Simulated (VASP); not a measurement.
Here is a VASP 6.6.1 calculation.

The input INCAR:

```
SYSTEM = CuO
  PREC = Accurate
  ENCUT = 700
  EDIFF = 1E-6
  ISMEAR = -1
  SIGMA = 0.05
  LREAL = .False.
  LASPH = .True.
  NELM = 120
  ALGO = Normal
  ISIF = 2
  LWAVE = .False.
  LCHARG = .False.
  GGA = RP
  NBANDS = 33
  GGA_COMPAT = .False.
```

File KPOINTS:

```
regular mesh
0
Gamma
  10 10 5
  0 0 0
```

Contents of POSCAR:

```
CuO
1.0
    2.3755041962     -1.7359473225      0.0000000000
    2.3755041962      1.7359473225      0.0000000000
   -0.8718787375      0.0000000000      5.1260155593
Cu O
2 2
Direct
    0.4968000000      0.0032000000      0.5000000000
    0.0032000000      0.4968000000      0.0000000000
    0.4056000000      0.5714000000      0.7537000000
    0.5714000000      0.4056000000      0.2537000000
```

Potentials or basis: VASP PAW PBE potentials, release 64 (Cu_sv_GW, O).

Launch:

```sh
$ cat potpaw_PBE.64/Cu_sv_GW/POTCAR potpaw_PBE.64/O/POTCAR > POTCAR
$ mpirun -np 1 vasp_std > vasp.out
```

(1) What does it give for the pressure?

(2) What does it give for the largest force?

(3) Predict the band gap on the k mesh.

Results:

(1) 1.4 GPa.

(2) 0.699 eV/Å.

(3) zero (bands 25 and 26 overlap by 0.59 eV).

Caveat: the PAW data sets were made with another functional, which shifts forces and pressure a little; semilocal functionals often make such compounds metallic where correlation or magnetic order opens a gap, which also shifts bond lengths.
